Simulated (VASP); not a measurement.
Here is a VASP 6.6.1 calculation.

INCAR

```
ALGO = Normal
EDIFF = 1E-7
ENCUT = 520
GGA = PE
ISIF = 2
ISMEAR = -1
LASPH = True
LCHARG = False
LREAL = Auto
LWAVE = False
NBANDS = 38
NELM = 100
PREC = Accurate
SIGMA = 0.11
```

File KPOINTS:

```
k-points
0
Gamma
  2 2 2
```

The input POSCAR:

```
Li
1.0
    7.3128730000      0.0000000000      0.0000000000
    0.0000000000      7.3128730000      0.0000000000
    0.0000000000      0.0000000000      7.3128730000
Li
16
Direct
    0.0125668803      0.0244910584      0.1130745741
    0.5042067598     -0.0540827114      0.0284976917
   -0.1586517365      0.4276841674     -0.0533169385
    0.0142625204      0.0275131265      0.7589903448
    0.2479053034      0.2718493812      0.2256705402
    0.4430406490      0.5738237215      0.0856571692
    0.3469361494     -0.0472728024      0.4094423628
    0.5995044629      0.2698392273      0.2687862896
   -0.0223988575      0.3579851585      0.4489206910
    0.1388100135      0.6803208534      0.2878348906
    0.2830077864      0.2674051635      0.7809516178
    0.4319095929      0.5157890750      0.5097996369
    0.7300003706      0.7449602913      0.3137344242
    0.7161344112      0.1559715313      0.6821942621
    0.1938089175      0.6240912429      0.8629303422
    0.6784474447      0.6529991701      0.6779825111
```

Potentials or basis: VASP PAW PBE potentials, release 64 (Li_sv).

The run is started by

```bash
$ cat potpaw_PBE.64/Li_sv/POTCAR > POTCAR
$ mpirun -np 1 vasp_std > vasp.out
```

(1) Estimate the largest force.

(2) What does it give for the band gap on the k mesh?

Answers

(1) 0.832 eV/Å.

(2) zero (band 24 reaches 0.38 eV, above the bottom of band 25 at -0.29 eV).

Caveat: the k points lie up to 0.43 Å⁻¹ apart.
